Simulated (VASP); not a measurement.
# WS2 in VASP: further runs, part 2 of 2

VASP 6.6.1. The steps go on from the part before.

## (3) Single point, PBEsol+D3(BJ)

This run uses another cell than the first one, of 16.49 Å³/atom, 1.170 times its volume.

Input file INCAR:

```
SYSTEM = WS2
  PREC = Accurate
  ENCUT = 520
  EDIFF = 1E-6
  ISMEAR = 0
  SIGMA = 0.02
  LREAL = .False.
  LASPH = .True.
  NELM = 60
  ALGO = Normal
  ISIF = 2
  LWAVE = .False.
  LCHARG = .True.
  GGA = PS
  IVDW = 12
  LELF = .True.
  LVHAR = .True.
  NBANDS = 35
```

Input file KPOINTS:

```
regular mesh
0
Gamma
  12 12 2
  0 0 0
```

Input file POSCAR:

```
WS2
1.0
    3.1147537994      0.0000000000      0.0000000000
   -1.5573768997      2.6974559168      0.0000000000
    0.0000000000      0.0000000000     11.7770229031
W S
2 4
Direct
    0.3333333333      0.6666666667      0.7497362585
    0.6666666667      0.3333333333      0.2502637415
    0.3333333333      0.6666666667      0.1167683662
    0.6666666667      0.3333333333      0.6162437907
    0.3333333333      0.6666666667      0.3837562093
    0.6666666667      0.3333333333      0.8832316338
```

Potentials or basis: VASP PAW PBE potentials, release 64 (W_sv, S).

Started as:

```
$ cat potpaw_PBE.64/W_sv/POTCAR potpaw_PBE.64/S/POTCAR > POTCAR
$ mpirun -np 1 vasp_std > vasp.out
```

OUTCAR:

```text
SYSTEM = WS2
   PREC = Accurate
   ENCUT = 520
   EDIFF = 1E-6
   ISMEAR = 0
   LREAL = .False.
   LASPH = .True.
   NELM = 60
   ISIF = 2
   GGA = PS
   IVDW = 12
 IVDW          = 12

 ion  position               nearest neighbor table
   1  0.333  0.667  0.750-   4 2.39   4 2.39   4 2.39   6 2.39   6 2.39   6 2.39
   2  0.667  0.333  0.250-   5 2.39   5 2.39   5 2.39   3 2.39   3 2.39   3 2.39
   3  0.333  0.667  0.117-   2 2.39   2 2.39   2 2.39
   4  0.667  0.333  0.616-   1 2.39   1 2.39   1 2.39
   5  0.333  0.667  0.384-   2 2.39   2 2.39   2 2.39
   6  0.667  0.333  0.883-   1 2.39   1 2.39   1 2.39

  LATTYP: Found a hexagonal cell.
 ALAT       =     3.1147537994
 C/A-ratio  =     3.7810445581

  Lattice vectors:

 A1 = (   3.1147537994,   0.0000000000,   0.0000000000)
 A2 = (  -1.5573768997,   2.6974559168,   0.0000000000)
 A3 = (   0.0000000000,   0.0000000000,  11.7770229031)

Analysis of symmetry for initial positions (statically):
=====================================================================
 Subroutine PRICEL returns:
 Original cell was already a primitive cell.

 Routine SETGRP: Setting up the symmetry group for a
 hexagonal supercell.

 Subroutine GETGRP returns: Found 12 space group operations
 (whereof 12 operations were pure point group operations)
 out of a pool of 24 trial point group operations.

The static configuration has the point symmetry D_3d.

Analysis of symmetry for dynamics (positions and initial velocities):
=====================================================================
 Subroutine PRICEL returns:
 Original cell was already a primitive cell.

 Routine SETGRP: Setting up the symmetry group for a
 hexagonal supercell.

 Subroutine GETGRP returns: Found 12 space group operations
 (whereof 12 operations were pure point group operations)
 out of a pool of 24 trial point group operations.

The dynamic configuration has the point symmetry D_3d.

 Subroutine INISYM returns: Found 12 space group operations
 (whereof 12 operations are pure point group operations),
[... 128 lines left out ...]
   LORBIT       =      0    0 simple, 1 ext, 2 COOP (PROOUT), +10 PAW based schemes
   GGA     = PS    functional components
   LHFCALC =     F    Hartree Fock is set to
   AEXX    =    0.0000 exact exchange contribution
   IVDW    =    12    specifies the selected vdW correction
   LEPSILON=     F    determine dielectric tensor
   LRPA    =     F    only Hartree local field effects (RPA)
 non-spin polarized calculation
 Gauss-broadening in eV      SIGMA  =   0.02
  energy-cutoff  :      520.00
  volume of cell :       98.95
 maximum number of plane-waves:      2692
 NGX is ok and might be reduce to    24
   NGX = 11   NGY = 11   NGZ = 43

 number of electron      52.0000001 magnetization

 Free energy of the ion-electron system (eV)
  ---------------------------------------------------
  ext. energy  EPLUGINS =         0.00000000
  ---------------------------------------------------
  free energy    TOTEN  =       -50.44839385 eV

  energy without entropy =      -50.44839385  energy(sigma->0) =      -50.44839385

 E-fermi :   8.5849     XC(G=0): -11.5818

 val. band max:        8.4576838147   @ k =   0.0000   0.0000   0.0000
 cond. band min:       9.1394762927   @ k =   0.1667   0.1667   0.0000
 fundamental gap:      0.6817924780
 Fermi energy:         8.5849281289

 k-point     1 :       0.0000    0.0000    0.0000
  band No.  band energies     occupation
      1     -66.1816      2.00000
      2     -66.1815      2.00000
      3     -30.4888      2.00000
      4     -30.4887      2.00000
      5     -30.2601      2.00000
      6     -30.2601      2.00000
[... 901 lines left out ...]
     34      12.3342      0.00000
     35      14.1134      0.00000

 [... further k-points ...]

------------------------ aborting loop because EDIFF is reached ----------------------------------------

 Edisp (eV)   -2.49637

 E8    (eV) :    -1.6200

  FORCE on cell =-STRESS in cart. coord.  units (eV):
  Direction    XX          YY          ZZ          XY          YZ          ZX
  --------------------------------------------------------------------------------------
  -------------------------------------------------------------------------------------
  Total       0.07175     0.07175     0.09450    -0.00000     0.00000     0.00000
  in kB       1.16183     1.16183     1.53013    -0.00000     0.00000     0.00000
  external pressure =        1.28 kB  Pullay stress =        0.00 kB

 VOLUME and BASIS-vectors are now :
 -----------------------------------------------------------------------------
  energy-cutoff  :      520.00
  volume of cell :       98.95
      direct lattice vectors                 reciprocal lattice vectors
     3.114753799  0.000000000  0.000000000     0.321052662  0.185359841  0.000000000
    -1.557376900  2.697455917  0.000000000     0.000000000  0.370719682  0.000000000
     0.000000000  0.000000000 11.777022903     0.000000000  0.000000000  0.084911103

 POSITION                                       TOTAL-FORCE (eV/Angst)
 -----------------------------------------------------------------------------------
     -0.00000      1.79830      8.82966         0.000000     -0.000000      0.003797
      1.55738      0.89915      2.94736        -0.000000      0.000000     -0.003797
     -0.00000      1.79830      1.37518        -0.000000      0.000000     -0.024404
      1.55738      0.89915      7.25752         0.000000     -0.000000     -0.016520
     -0.00000      1.79830      4.51951        -0.000000      0.000000      0.016520
      1.55738      0.89915     10.40184         0.000000      0.000000      0.024404
 -----------------------------------------------------------------------------------
    total drift:                                0.000000     -0.000000      0.000000

  FREE ENERGIE OF THE ION-ELECTRON SYSTEM (eV)
  ---------------------------------------------------
  free  energy   TOTEN  =       -52.9447618241 eV

  energy  without entropy=      -52.9447618241  energy(sigma->0) =      -52.94476182
```

OSZICAR:

```text
N       E                     dE             d eps       ncg     rms          rms(c)
DAV:   1     0.511175520152E+03    0.51118E+03   -0.28489E+04  2852   0.150E+03
DAV:   2    -0.192937048112E+02   -0.53047E+03   -0.51197E+03  3050   0.418E+02
DAV:   3    -0.521254823895E+02   -0.32832E+02   -0.32228E+02  3262   0.988E+01
DAV:   4    -0.528980648823E+02   -0.77258E+00   -0.76880E+00  3194   0.157E+01
DAV:   5    -0.529124348900E+02   -0.14370E-01   -0.14356E-01  3236   0.228E+00    0.413E+01
DAV:   6    -0.508162506803E+02    0.20962E+01   -0.66537E+00  3046   0.177E+01    0.175E+01
DAV:   7    -0.505960747487E+02    0.22018E+00   -0.24762E+00  2872   0.785E+00    0.653E+00
DAV:   8    -0.504510372038E+02    0.14504E+00   -0.41710E-01  2954   0.436E+00    0.233E+00
DAV:   9    -0.504518651699E+02   -0.82797E-03   -0.52322E-02  3262   0.115E+00    0.125E+00
DAV:  10    -0.504489062368E+02    0.29589E-02   -0.27347E-02  3130   0.107E+00    0.481E-01
DAV:  11    -0.504484049483E+02    0.50129E-03   -0.39212E-03  2900   0.394E-01    0.142E-01
DAV:  12    -0.504483899300E+02    0.15018E-04   -0.14146E-04  3029   0.702E-02    0.714E-02
DAV:  13    -0.504483930639E+02   -0.31340E-05   -0.35476E-05  3080   0.378E-02    0.337E-02
DAV:  14    -0.504483938482E+02   -0.78434E-06   -0.91612E-06  2862   0.160E-02
   1 F= -.52944762E+02 E0= -.52944762E+02  d E =-.103224E-21
```

stdout:

```text
POSCAR found type information on POSCAR W S
 POSCAR found :  2 types and       6 ions
 scaLAPACK will be used
 -----------------------------------------------------------------------------
|                                                                             |
|                                                                             |
|     You enforced a specific xc type in the INCAR file but a different       |
|     I HOPE YOU KNOW WHAT YOU ARE DOING!                                     |
|                                                                             |
 -----------------------------------------------------------------------------

 LDA part: xc-table for (Slater+PW92), standard interpolation
 POSCAR, INCAR and KPOINTS ok, starting setup
 FFT: planning ... GRIDC
 FFT: planning ... GRID_SOFT
 FFT: planning ... GRID
 WAVECAR not read
 entering main loop
```

It took 2.3 min on 1 thread of AMD EPYC 7R13 (Zen 3), shared host; peak memory 0.25 GiB.

Results:

```yaml
Free_energy: -52.9448 eV
Pressure: 0.1 GPa
Largest_force: 0.024 eV/Å
Band_gap_on_the_k_mesh: 0.68 eV, indirect (least direct gap 1.93 eV)
Dispersion_energy_per_atom: -0.416 eV
```

Forces on the atoms (eV/Å):
```
W    0.000  0.000  0.004
W    0.000  0.000 -0.004
S    0.000  0.000 -0.024
S    0.000  0.000 -0.017
S    0.000  0.000  0.017
S    0.000  0.000  0.024
```

Levels at points of the mesh, in eV from the valence-band top:
```tsv
k point	band 22	band 23	band 24	band 25	band 26	band 27	band 28	band 29	band 30	band 31
(0.00, 0.00, 0.00)	-2.26	-2.26	-1.58	-1.27	0.00	2.22	2.22	2.24	2.24	2.26
(0.50, 0.00, 0.00)	-2.93	-2.14	-2.00	-1.77	-1.71	2.33	2.40	2.44	2.96	2.96
(0.00, 0.00, 0.50)	-2.32	-2.31	-2.31	-0.31	-0.30	2.21	2.21	2.21	2.21	2.43
(0.50, 0.00, 0.50)	-3.17	-1.96	-1.95	-1.82	-1.82	2.35	2.35	2.75	2.75	3.33
```

Caveat: the PAW data sets were made with another functional, which shifts forces and pressure a little; spin-orbit coupling is left out, which moves the levels of the heavy elements.

## (4) Single point, PBEsol+D3(BJ)

This run uses another cell than the first one, of 14.99 Å³/atom, 1.063 times its volume.

Input file INCAR:

```
PREC = Accurate
ENCUT = 520
EDIFF = 1E-6
ISMEAR = 0
SIGMA = 0.02
LREAL = F
LASPH = T
NELM = 100
ALGO = Normal
ISIF = 2
LWAVE = F
LCHARG = F
GGA = PS
IVDW = 12
NBANDS = 35
```

Input file KPOINTS:

```
regular mesh
0
Gamma
  12 12 4
```

Input file POSCAR:

```
WS2
1.0
    3.0474133146      0.0000000000      0.0000000000
   -1.5237066573      2.6391373463      0.0000000000
    0.0000000000      0.0000000000     11.1834138861
W S
2 4
Direct
    0.3333333333      0.6666666667      0.7500000000
    0.6666666667      0.3333333333      0.2500000000
    0.3333333333      0.6666666667      0.1086994917
    0.6666666667      0.3333333333      0.6086994917
    0.3333333333      0.6666666667      0.3913005083
    0.6666666667      0.3333333333      0.8913005083
```

Potentials or basis: VASP PAW PBE potentials, release 64 (W_sv, S).

Started as:

```
$ cat potpaw_PBE.64/W_sv/POTCAR potpaw_PBE.64/S/POTCAR > POTCAR
$ mpirun -np 1 vasp_std > vasp.out
```

OUTCAR:

```text
PREC = Accurate
   ENCUT = 520
   EDIFF = 1E-6
   ISMEAR = 0
   LREAL = F
   LASPH = T
   NELM = 100
   ISIF = 2
   GGA = PS
   IVDW = 12
 IVDW          = 12

 ion  position               nearest neighbor table
   1  0.333  0.667  0.750-   4 2.36   6 2.36   4 2.36   6 2.36   4 2.36   6 2.36
   2  0.667  0.333  0.250-   3 2.36   5 2.36   3 2.36   5 2.36   3 2.36   5 2.36
   3  0.333  0.667  0.109-   2 2.36   2 2.36   2 2.36
   4  0.667  0.333  0.609-   1 2.36   1 2.36   1 2.36
   5  0.333  0.667  0.391-   2 2.36   2 2.36   2 2.36
   6  0.667  0.333  0.891-   1 2.36   1 2.36   1 2.36

  LATTYP: Found a hexagonal cell.
 ALAT       =     3.0474133146
 C/A-ratio  =     3.6698054158

  Lattice vectors:

 A1 = (   3.0474133146,   0.0000000000,   0.0000000000)
 A2 = (  -1.5237066573,   2.6391373463,   0.0000000000)
 A3 = (   0.0000000000,   0.0000000000,  11.1834138861)

Analysis of symmetry for initial positions (statically):
=====================================================================
 Subroutine PRICEL returns:
 Original cell was already a primitive cell.

 Routine SETGRP: Setting up the symmetry group for a
 hexagonal supercell.

 Subroutine GETGRP returns: Found 24 space group operations
[... 182 lines left out ...]

 k-point     1 :       0.0000    0.0000    0.0000
  band No.  band energies     occupation
      1     -64.7334      2.00000
      2     -64.7334      2.00000
      3     -29.1091      2.00000
      4     -29.1087      2.00000
      5     -28.7949      2.00000
      6     -28.7949      2.00000
[... 901 lines left out ...]
     34      14.1993      0.00000
     35      15.3473      0.00000

 [... further k-points ...]

------------------------ aborting loop because EDIFF is reached ----------------------------------------

 Edisp (eV)   -2.75919

 E8    (eV) :    -1.7924

  FORCE on cell =-STRESS in cart. coord.  units (eV):
  Direction    XX          YY          ZZ          XY          YZ          ZX
  --------------------------------------------------------------------------------------
  -------------------------------------------------------------------------------------
  Total       5.71599     5.71599     5.76572     0.00000     0.00000     0.00000
  in kB     101.82019   101.82019   102.70610     0.00000     0.00000     0.00000
  external pressure =      102.12 kB  Pullay stress =        0.00 kB

 VOLUME and BASIS-vectors are now :
 -----------------------------------------------------------------------------
  energy-cutoff  :      520.00
  volume of cell :       89.94
      direct lattice vectors                 reciprocal lattice vectors
     3.047413315  0.000000000  0.000000000     0.328147152  0.189455847  0.000000000
    -1.523706657  2.639137346  0.000000000     0.000000000  0.378911693  0.000000000
     0.000000000  0.000000000 11.183413886     0.000000000  0.000000000  0.089418134

 POSITION                                       TOTAL-FORCE (eV/Angst)
 -----------------------------------------------------------------------------------
     -0.00000      1.75942      8.38756        -0.000000      0.000000     -0.000000
      1.52371      0.87971      2.79585         0.000000     -0.000000     -0.000000
     -0.00000      1.75942      1.21563        -0.000000      0.000000     -0.014396
      1.52371      0.87971      6.80734         0.000000      0.000000     -0.014396
     -0.00000      1.75942      4.37608        -0.000000      0.000000      0.014396
      1.52371      0.87971      9.96778         0.000000     -0.000000      0.014396
 -----------------------------------------------------------------------------------
    total drift:                               -0.000000      0.000000     -0.000000

  FREE ENERGIE OF THE ION-ELECTRON SYSTEM (eV)
  ---------------------------------------------------
  free  energy   TOTEN  =       -52.6913582489 eV

  energy  without entropy=      -52.6913582489  energy(sigma->0) =      -52.69135825
```

OSZICAR:

```text
N       E                     dE             d eps       ncg     rms          rms(c)
DAV:   1     0.520782978056E+03    0.52078E+03   -0.28546E+04  4158   0.153E+03
DAV:   2    -0.176072997807E+02   -0.53839E+03   -0.51988E+03  4514   0.430E+02
DAV:   3    -0.514178410119E+02   -0.33811E+02   -0.33130E+02  4962   0.102E+02
DAV:   4    -0.521922431372E+02   -0.77440E+00   -0.77069E+00  4800   0.158E+01
DAV:   5    -0.522046927394E+02   -0.12450E-01   -0.12443E-01  4859   0.215E+00    0.450E+01
DAV:   6    -0.502820500088E+02    0.19226E+01   -0.56166E+00  4599   0.164E+01    0.194E+01
DAV:   7    -0.500764341956E+02    0.20562E+00   -0.24007E+00  4357   0.756E+00    0.651E+00
DAV:   8    -0.499358009791E+02    0.14063E+00   -0.46014E-01  4474   0.449E+00    0.270E+00
DAV:   9    -0.499365872798E+02   -0.78630E-03   -0.52376E-02  4786   0.113E+00    0.148E+00
DAV:  10    -0.499326072497E+02    0.39800E-02   -0.30243E-02  4772   0.114E+00    0.561E-01
DAV:  11    -0.499321637674E+02    0.44348E-03   -0.30256E-03  4445   0.354E-01    0.847E-02
DAV:  12    -0.499321645383E+02   -0.77098E-06   -0.10703E-04  4609   0.692E-02    0.891E-02
DAV:  13    -0.499321769564E+02   -0.12418E-04   -0.21065E-05  4603   0.300E-02    0.635E-02
DAV:  14    -0.499321682694E+02    0.86871E-05   -0.21830E-05  4675   0.312E-02    0.176E-02
DAV:  15    -0.499321682016E+02    0.67751E-07   -0.23699E-06  3404   0.876E-03
   1 F= -.52691358E+02 E0= -.52691358E+02  d E =-.308001E-11
```

stdout:

```text
POSCAR found type information on POSCAR W S
 POSCAR found :  2 types and       6 ions
 scaLAPACK will be used
 -----------------------------------------------------------------------------
|                                                                             |
|                                                                             |
|     You enforced a specific xc type in the INCAR file but a different       |
|     I HOPE YOU KNOW WHAT YOU ARE DOING!                                     |
|                                                                             |
 -----------------------------------------------------------------------------

 LDA part: xc-table for (Slater+PW92), standard interpolation
 POSCAR, INCAR and KPOINTS ok, starting setup
 FFT: planning ... GRIDC
 FFT: planning ... GRID_SOFT
 FFT: planning ... GRID
 WAVECAR not read
 entering main loop
```

It took 2.7 min on 1 thread of AMD EPYC 7R13 (Zen 3), shared host; peak memory 0.27 GiB.

What came out:

* Free energy: -52.6914 eV
* Pressure: 10.2 GPa
* Largest force: 0.014 eV/Å
* Band gap on the k mesh: 0.26 eV, indirect (least direct gap 1.55 eV)
* Dispersion energy per atom: -0.460 eV

Forces in eV/Å, atoms in the order of the input:
```
W    0.000  0.000  0.000
W    0.000  0.000  0.000
S    0.000  0.000 -0.014
S    0.000  0.000 -0.014
S    0.000  0.000  0.014
S    0.000  0.000  0.014
```

Stress tensor (GPa, compression positive):
```
10.18  0.00  0.00
 0.00 10.18  0.00
 0.00  0.00 10.27
```

Caveat: the PAW data sets were made with another functional, which shifts forces and pressure a little; spin-orbit coupling is left out, which moves the levels of the heavy elements.

## (5) Overview

| cell | k mesh | smearing | gap on the mesh (eV) | pressure (GPa) | largest force (eV/Å) |
| --- | --- | --- | --- | --- | --- |
| a = 2.994, b = 2.994, c = 10.900 Å, angles 90.0, 90.0, 120.0°, 6 atoms | 12 × 12 × 4 | gaussian 0.01 eV | none | 20.4 | 0.01 |
| a = 3.115, b = 3.115, c = 11.777 Å, angles 90.0, 90.0, 120.0°, 6 atoms | 12 × 12 × 2 | gaussian 0.02 eV | 0.68 | 0.1 | 0.02 |
| a = 3.047, b = 3.047, c = 11.183 Å, angles 90.0, 90.0, 120.0°, 6 atoms | 12 × 12 × 4 | gaussian 0.02 eV | 0.26 | 10.2 | 0.01 |

Alike in all rows: task single point; level PBEsol+D3(BJ); potentials or basis VASP PAW PBE potentials, release 64 (W_sv, S); no spin polarisation; cutoff (eV) 520.

Caveats: the PAW data sets were made with another functional, which shifts forces and pressure a little; spin-orbit coupling is left out, which moves the levels of the heavy elements; pairwise dispersion overbinds metals, which lowers pressure and volume (some runs).

Total energies depend on the potentials used, so only differences within one code and one set of settings carry meaning.
